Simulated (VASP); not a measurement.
# CdS (Fm-3m) in VASP: settings compared

The runs below take CdS through single point, with r2SCAN, PBE.

All numbers are computed with VASP 6.6.1; they aren't measurements. Logs are shortened: lines on timing, memory, paths and dates and some standing lists are left out, and cuts for length are marked.

### Step 1. The cell of the first run

The structure is cubic, space group Fm-3m (No. 225). Conventional cell: a = 5.398 Å, b = 5.398 Å, c = 5.398 Å, α = 90.00°, β = 90.00°, γ = 90.00°. Cd (site symmetry m-3m) has 6 S at 2.70 Å within 3.6 Å. S (site symmetry m-3m) has 6 Cd at 2.70 Å within 3.6 Å.

### Step 2. Single point, r2SCAN (volume changed by -3%)

Input file POSCAR:

```
CdS
1.0
    0.0000000000      2.6992314647      2.6992314647
    2.6992314647      0.0000000000      2.6992314647
    2.6992314647      2.6992314647      0.0000000000
Cd S
1 1
Direct
    0.0000000000      0.0000000000      0.0000000000
    0.5000000000      0.5000000000      0.5000000000
```

Input file INCAR.step1:

```
PREC = Accurate
ENCUT = 520
ISMEAR = 0
SIGMA = 0.01
LREAL = False
LASPH = True
NELM = 60
NBANDS = 16
GGA = PE
ALGO = Normal
EDIFF = 1E-4
LWAVE = True
LCHARG = False
```

Input file INCAR.step2:

```
PREC = Accurate
ENCUT = 520
EDIFF = 1E-6
ISMEAR = 0
SIGMA = 0.01
LREAL = False
LASPH = True
NELM = 60
ALGO = Normal
ISIF = 2
LWAVE = False
LCHARG = False
METAGGA = R2SCAN
LMIXTAU = True
NBANDS = 16
ISTART = 1
```

Input file KPOINTS:

```
regular mesh
0
Gamma
  6 6 6
```

Potentials or basis: VASP PAW PBE potentials, release 64 (Cd, S).

Run with:

```sh
cat potpaw_PBE.64/Cd/POTCAR potpaw_PBE.64/S/POTCAR > POTCAR
cp INCAR.step1 INCAR
mpirun -np 1 vasp_std > vasp.out
cp INCAR.step2 INCAR
mpirun -np 1 vasp_std > vasp.out
```

OUTCAR:

```text
PREC = Accurate
   ENCUT = 520
   EDIFF = 1E-6
   ISMEAR = 0
   LREAL = False
   LASPH = True
   NELM = 60
   ISIF = 2
   METAGGA = R2SCAN
   ISTART = 1

 ion  position               nearest neighbor table
   1  0.000  0.000  0.000-   2 2.70   2 2.70   2 2.70   2 2.70   2 2.70   2 2.70
   2  0.500  0.500  0.500-   1 2.70   1 2.70   1 2.70   1 2.70   1 2.70   1 2.70

  LATTYP: Found a face centered cubic cell.
 ALAT       =     5.3984629294

  Lattice vectors:

 A1 = (   0.0000000000,   2.6992314647,   2.6992314647)
 A2 = (   2.6992314647,   0.0000000000,   2.6992314647)
 A3 = (   2.6992314647,   2.6992314647,   0.0000000000)

Analysis of symmetry for initial positions (statically):
=====================================================================
 Subroutine PRICEL returns:
 Original cell was already a primitive cell.

 Routine SETGRP: Setting up the symmetry group for a
 face centered cubic supercell.

 Subroutine GETGRP returns: Found 48 space group operations
 (whereof 48 operations were pure point group operations)
 out of a pool of 48 trial point group operations.

The static configuration has the point symmetry O_h .

Analysis of symmetry for dynamics (positions and initial velocities):
=====================================================================
 Subroutine PRICEL returns:
 Original cell was already a primitive cell.

 Routine SETGRP: Setting up the symmetry group for a
 face centered cubic supercell.

 Subroutine GETGRP returns: Found 48 space group operations
 (whereof 48 operations were pure point group operations)
 out of a pool of 48 trial point group operations.

The dynamic configuration has the point symmetry O_h .

 Subroutine INISYM returns: Found 48 space group operations
 (whereof 48 operations are pure point group operations),
 and found     1 'primitive' translations

----------------------------------------------------------------------------------------

                                     Primitive cell

  volume of cell :      39.3324

  direct lattice vectors                    reciprocal lattice vectors
     0.000000000  2.699231465  2.699231465    -0.185237912  0.185237912  0.185237912
     2.699231465  0.000000000  2.699231465     0.185237912 -0.185237912  0.185237912
     2.699231465  2.699231465  0.000000000     0.185237912  0.185237912 -0.185237912

  length of vectors
     3.817289745  3.817289745  3.817289745     0.320841475  0.320841475  0.320841475

  position of ions in fractional coordinates (direct lattice)
[... 8 lines left out ...]
----------------------------------------------------------------------------------------

 KPOINTS: regular mesh

Automatic generation of k-mesh.
 Grid dimensions read from file:
 generate k-points for:    6    6    6

 Generating k-lattice:

  Cartesian coordinates                     Fractional coordinates (reciprocal lattice)
    -0.030872985  0.030872985  0.030872985     0.166666667  0.000000000  0.000000000
     0.030872985 -0.030872985  0.030872985     0.000000000  0.166666667  0.000000000
     0.030872985  0.030872985 -0.030872985     0.000000000  0.000000000  0.166666667

  Length of vectors
     0.053473579  0.053473579  0.053473579

  Shift w.r.t. Gamma in fractional coordinates (k-lattice)
     0.000000000  0.000000000  0.000000000

 Subroutine IBZKPT returns following result:
 ===========================================

 Found     16 irreducible k-points:

 Following reciprocal coordinates:
            Coordinates               Weight
  0.000000  0.000000  0.000000      1.000000
  0.166667  0.000000  0.000000      8.000000
  0.333333  0.000000  0.000000      8.000000
  0.500000  0.000000  0.000000      4.000000
  0.166667  0.166667  0.000000      6.000000
  0.333333  0.166667  0.000000     24.000000
[... 8 lines left out ...]
 -0.333333  0.333333  0.166667     24.000000
 -0.333333  0.500000  0.166667     12.000000
   k-points           NKPTS =     16   k-points in BZ     NKDIM =     16   number of bands    NBANDS=     16
   number of dos      NEDOS =    301   number of ions     NIONS =      2
   total plane-waves  NPLWV =  21952
   dimension x,y,z NGX =    28 NGY =   28 NGZ =   28
   dimension x,y,z NGXF=    56 NGYF=   56 NGZF=   56
   ions per type =               1   1
   NGX,Y,Z   is equivalent  to a cutoff of  12.19, 12.19, 12.19 a.u.
   NGXF,Y,Z  is equivalent  to a cutoff of  24.39, 24.39, 24.39 a.u.
 SYSTEM =  unknown system
   PREC   = accura    normal or accurate (medium, high low for compatibility)
   ISTART =      1    job   : 0-new  1-cont  2-samecut
   ICHARG =      0    charge: 1-file 2-atom 10-const
   ISPIN  =      1    spin polarized calculation?
   LNONCOLLINEAR =      F non collinear calculations
   LSORBIT =      F    spin-orbit coupling
   LASPH  =      T    aspherical Exc in radial PAW
   ENCUT  =  520.0 eV  38.22 Ry    6.18 a.u.   7.10  7.10  7.10*2*pi/ulx,y,z
   NELM   =     60;   NELMIN=  2; NELMDL=  0     # of ELM steps
   EDIFF  = 0.1E-05   stopping-criterion for ELM
   LREAL  =      F    real-space projection
   EDIFFG = 0.1E-04   stopping-criterion for IOM
   NSW    =      0    number of steps for IOM
   IBRION =     -1    ionic relax: 0-MD 1-quasi-New 2-CG
   NFREE  =      0    steps in history (QN), initial steepest desc. (CG)
   ISIF   =      2    stress and relaxation
   ISYM   =      2    0-nonsym 1-usesym 2-fastsym
   POTIM  = 0.5000    time-step for ionic-motion
   TEBEG  =    0.0;   TEEND  =   0.0 temperature during run
   PSTRESS=    0.0 pullay stress
   NELECT =      18.0000    total number of electrons
   NUPDOWN=      -1.0000    fix difference up-down
   EMIN   =  10.00;   EMAX   =-10.00  energy-range for DOS
   EFERMI =   0.00;   METHOD = LEGACY
   ISMEAR =     0;   SIGMA  =   0.01  broadening in eV -4-tet -1-fermi 0-gaus
   EFERMI_NEDOS =   21; number of points for ismear=-14 and -15
   IALGO  =     38    algorithm
   IMIX   =      4    mixing-type and parameters
     AMIX     =   0.40;   BMIX     =  1.00
     AMIX_MAG =   1.60;   BMIX_MAG =  1.00
  volume/ion in A,a.u.               =      19.67       132.71
  Fermi-wavevector in a.u.,A,eV,Ry     =   1.261582  2.384045 21.654890  1.591590
  Thomas-Fermi vector in A             =   2.395034
   LORBIT       =      0    0 simple, 1 ext, 2 COOP (PROOUT), +10 PAW based schemes
   METAGGA = R2SCAN    functional components
   LHFCALC =     F    Hartree Fock is set to
   AEXX    =    0.0000 exact exchange contribution
   IVDW    =     0    specifies the selected vdW correction
   LEPSILON=     F    determine dielectric tensor
   LRPA    =     F    only Hartree local field effects (RPA)
 non-spin polarized calculation
 Gauss-broadening in eV      SIGMA  =   0.01
  energy-cutoff  :      520.00
  volume of cell :       39.33
 maximum number of plane-waves:      1068
   NGX = 15   NGY = 15   NGZ = 15

 number of electron      18.0000008 magnetization

 Free energy of the ion-electron system (eV)
  ---------------------------------------------------
  ext. energy  EPLUGINS =         0.00000000
  ---------------------------------------------------
  free energy    TOTEN  =       -29.50547641 eV

  energy without entropy =      -29.50547641  energy(sigma->0) =      -29.50547641

 E-fermi :   3.1516     XC(G=0): -11.1675

 val. band max:        3.0682784849   @ k =   0.5000   0.0000   0.0000
 cond. band min:       3.7967934181   @ k =   0.5000   0.5000   0.0000
 fundamental gap:      0.7285149332
 Fermi energy:         3.1516293035

 k-point     1 :       0.0000    0.0000    0.0000
  band No.  band energies     occupation
      1     -10.5030      2.00000
      2      -4.8656      2.00000
      3      -4.8656      2.00000
      4      -4.8632      2.00000
      5      -4.8632      2.00000
      6      -4.8632      2.00000
[... 8 lines left out ...]
     15      15.6750      0.00000
     16      15.6750      0.00000

 k-point     2 :       0.1667    0.0000    0.0000
  band No.  band energies     occupation
      1     -10.2480      2.00000
      2      -4.9616      2.00000
      3      -4.9616      2.00000
      4      -4.8967      2.00000
      5      -4.8081      2.00000
      6      -4.8081      2.00000
[... 8 lines left out ...]
     15      14.0559      0.00000
     16      15.0028      0.00000

 k-point     3 :       0.3333    0.0000    0.0000
  band No.  band energies     occupation
      1      -9.6386      2.00000
      2      -5.1437      2.00000
      3      -5.1437      2.00000
      4      -5.0299      2.00000
      5      -4.6947      2.00000
      6      -4.6947      2.00000
[... 8 lines left out ...]
     15      15.3969      0.00000
     16      15.3969      0.00000

 k-point     4 :       0.5000    0.0000    0.0000
  band No.  band energies     occupation
      1      -9.2540      2.00000
      2      -5.2300      2.00000
      3      -5.2300      2.00000
      4      -5.1713      2.00000
      5      -4.6367      2.00000
      6      -4.6367      2.00000
[... 8 lines left out ...]
     15      16.7852      0.00000
     16      16.7852      0.00000

 k-point     5 :       0.1667    0.1667    0.0000
  band No.  band energies     occupation
      1     -10.1866      2.00000
      2      -5.0414      2.00000
      3      -4.9063      2.00000
      4      -4.8357      2.00000
      5      -4.8091      2.00000
      6      -4.8091      2.00000
[... 8 lines left out ...]
     15      16.3851      0.00000
     16      17.4852      0.00000

 k-point     6 :       0.3333    0.1667    0.0000
  band No.  band energies     occupation
      1      -9.7595      2.00000
      2      -5.0982      2.00000
      3      -4.9532      2.00000
      4      -4.9513      2.00000
      5      -4.7275      2.00000
      6      -4.6815      2.00000
[... 8 lines left out ...]
     15      16.5707      0.00000
     16      17.1998      0.00000

 k-point     7 :       0.5000    0.1667    0.0000
  band No.  band energies     occupation
      1      -9.3337      2.00000
      2      -5.1195      2.00000
      3      -5.0523      2.00000
      4      -5.0229      2.00000
      5      -4.6244      2.00000
      6      -4.6204      2.00000
[... 8 lines left out ...]
     15      17.0756      0.00000
     16      18.2528      0.00000

 k-point     8 :      -0.3333    0.1667    0.0000
  band No.  band energies     occupation
      1      -9.4118      2.00000
      2      -5.1810      2.00000
      3      -5.1281      2.00000
      4      -4.9435      2.00000
      5      -4.6833      2.00000
      6      -4.5929      2.00000
[... 8 lines left out ...]
     15      16.7650      0.00000
     16      17.8082      0.00000

 k-point     9 :      -0.1667    0.1667    0.0000
  band No.  band energies     occupation
      1      -9.8966      2.00000
      2      -5.1006      2.00000
      3      -5.0401      2.00000
      4      -4.9118      2.00000
      5      -4.7790      2.00000
      6      -4.6896      2.00000
[... 8 lines left out ...]
     15      16.2470      0.00000
     16      16.9916      0.00000

 k-point    10 :       0.3333    0.3333    0.0000
  band No.  band energies     occupation
      1      -9.6708      2.00000
      2      -4.9925      2.00000
      3      -4.7756      2.00000
      4      -4.7652      2.00000
      5      -4.6626      2.00000
      6      -4.6626      2.00000
[... 8 lines left out ...]
     15      17.4231      0.00000
     16      19.7740      0.00000

 k-point    11 :       0.5000    0.3333    0.0000
  band No.  band energies     occupation
      1      -9.4699      2.00000
      2      -5.0002      2.00000
      3      -4.8746      2.00000
      4      -4.6917      2.00000
      5      -4.5936      2.00000
      6      -4.2312      2.00000
[... 8 lines left out ...]
     15      17.8438      0.00000
     16      19.1513      0.00000

 k-point    12 :      -0.3333    0.3333    0.0000
  band No.  band energies     occupation
      1      -9.3334      2.00000
      2      -5.0603      2.00000
      3      -5.0066      2.00000
      4      -4.8019      2.00000
      5      -4.6298      2.00000
      6      -4.3070      2.00000
[... 8 lines left out ...]
     15      15.8641      0.00000
     16      20.1185      0.00000

 k-point    13 :       0.5000    0.5000    0.0000
  band No.  band energies     occupation
      1      -9.5293      2.00000
      2      -5.0356      2.00000
      3      -4.7454      2.00000
      4      -4.5651      2.00000
      5      -4.5651      2.00000
      6      -3.7668      2.00000
[... 8 lines left out ...]
     15      18.3305      0.00000
     16      18.4802      0.00000

 k-point    14 :       0.5000    0.3333    0.1667
  band No.  band energies     occupation
      1      -9.4775      2.00000
      2      -5.0284      2.00000
      3      -4.9422      2.00000
      4      -4.9413      2.00000
      5      -4.6577      2.00000
      6      -4.5131      2.00000
[... 8 lines left out ...]
     15      17.9777      0.00000
     16      19.3826      0.00000

 k-point    15 :      -0.3333    0.3333    0.1667
  band No.  band energies     occupation
      1      -9.3333      2.00000
      2      -5.0962      2.00000
      3      -4.9118      2.00000
      4      -4.8775      2.00000
      5      -4.6053      2.00000
      6      -4.3100      2.00000
[... 8 lines left out ...]
     15      16.9193      0.00000
     16      18.7466      0.00000

 k-point    16 :      -0.3333    0.5000    0.1667
  band No.  band energies     occupation
      1      -9.4032      2.00000
      2      -4.9624      2.00000
      3      -4.9576      2.00000
      4      -4.7396      2.00000
      5      -4.5650      2.00000
      6      -3.9406      2.00000
[... 8 lines left out ...]
     15      17.9527      0.00000
     16      18.4686      0.00000

------------------------ aborting loop because EDIFF is reached ----------------------------------------

  FORCE on cell =-STRESS in cart. coord.  units (eV):
  Direction    XX          YY          ZZ          XY          YZ          ZX
  --------------------------------------------------------------------------------------
  -------------------------------------------------------------------------------------
  Total        0.8099528      0.8099528      0.8099528      0.0000000      0.0000000      0.0000000
  in kB       32.9928580     32.9928580     32.9928580      0.0000000      0.0000000      0.0000000
  external PRESSURE =      32.9928580 kB  Pullay stress =       0.0000000 kB

 VOLUME and BASIS-vectors are now :
 -----------------------------------------------------------------------------
  energy-cutoff  :      520.00
  volume of cell :       39.33
      direct lattice vectors                 reciprocal lattice vectors
     0.000000000  2.699231465  2.699231465    -0.185237912  0.185237912  0.185237912
     2.699231465  0.000000000  2.699231465     0.185237912 -0.185237912  0.185237912
     2.699231465  2.699231465  0.000000000     0.185237912  0.185237912 -0.185237912

 POSITION                                       TOTAL-FORCE (eV/Angst)
 -----------------------------------------------------------------------------------
      0.00000      0.00000      0.00000         0.000000      0.000000      0.000000
      2.69923      2.69923      2.69923        -0.000000      0.000000     -0.000000
 -----------------------------------------------------------------------------------
    total drift:                                0.000000      0.000000      0.000000

  FREE ENERGIE OF THE ION-ELECTRON SYSTEM (eV)
  ---------------------------------------------------
  free  energy   TOTEN  =       -29.5054764056 eV

  energy  without entropy=      -29.5054764056  energy(sigma->0) =      -29.50547641
```

Run time: 24 s. Hardware: 1 thread of Intel Xeon Platinum 8559C (Emerald Rapids), shared host; peak memory 0.16 GiB.

Results:

```yaml
Free_energy: -29.5055 eV
Pressure: 3.3 GPa
Band_gap_on_the_k_mesh: 0.73 eV, indirect (least direct gap 2.58 eV)
```

Caveat: the cell differs from its parent crystal (volume changed by -3%); the PAW data sets were made with another functional, which shifts forces and pressure a little. A k mesh can miss the band edges.

### Step 3. Single point, r2SCAN

This run uses another cell than the first one, of 20.27 Å³/atom, 1.031 times its volume.

Input file POSCAR:

```
CdS
1.0
    0.0000000000      2.7267765454      2.7267765454
    2.7267765454      0.0000000000      2.7267765454
    2.7267765454      2.7267765454      0.0000000000
Cd S
1 1
Direct
    0.0000000000      0.0000000000      0.0000000000
    0.5000000000      0.5000000000      0.5000000000
```

INCAR.step1: that of step 2 with these lines changed.

```diff
@@ -6,3 +6,3 @@
 LASPH = True
-NELM = 60
+NELM = 100
 NBANDS = 16
```

INCAR.step2: that of step 2 with these lines changed.

```diff
@@ -2,3 +2,3 @@
 ENCUT = 520
-EDIFF = 1E-6
+EDIFF = 1E-7
 ISMEAR = 0
@@ -7,3 +7,3 @@
 LASPH = True
-NELM = 60
+NELM = 100
 ALGO = Normal
```

Input file KPOINTS:

```
Automatic mesh
0
Gamma
  6 6 6
```

Potentials or basis: VASP PAW PBE potentials, release 64 (Cd, S).

Run with:

```sh
cat potpaw_PBE.64/Cd/POTCAR potpaw_PBE.64/S/POTCAR > POTCAR
cp INCAR.step1 INCAR
mpirun -np 1 vasp_std > vasp.out
cp INCAR.step2 INCAR
mpirun -np 1 vasp_std > vasp.out
```

Run time: 39 s. Hardware: 1 thread of Intel Xeon Platinum 8559C (Emerald Rapids), shared host; peak memory 0.17 GiB.

Results (log left out):

- Free energy: -29.5197 eV
- Pressure: 0.5 GPa
- Band gap on the k mesh: 0.73 eV, indirect (least direct gap 2.35 eV)

Levels at points of the mesh, in eV from the valence-band top:
| k point | band 7 | band 8 | band 9 | band 10 | band 11 | band 12 |
| --- | --- | --- | --- | --- | --- | --- |
| (0.00, 0.00, 0.00) | -0.77 | -0.77 | -0.77 | 1.59 | 9.73 | 9.73 |
| (0.50, 0.00, 0.00) | -4.92 | 0.00 | 0.00 | 4.05 | 6.46 | 6.46 |
| (0.50, 0.50, 0.00) | -4.35 | -2.20 | -2.20 | 0.73 | 6.42 | 10.78 |

Caveat: the PAW data sets were made with another functional, which shifts forces and pressure a little.

(Continued in part 2 of 3.)
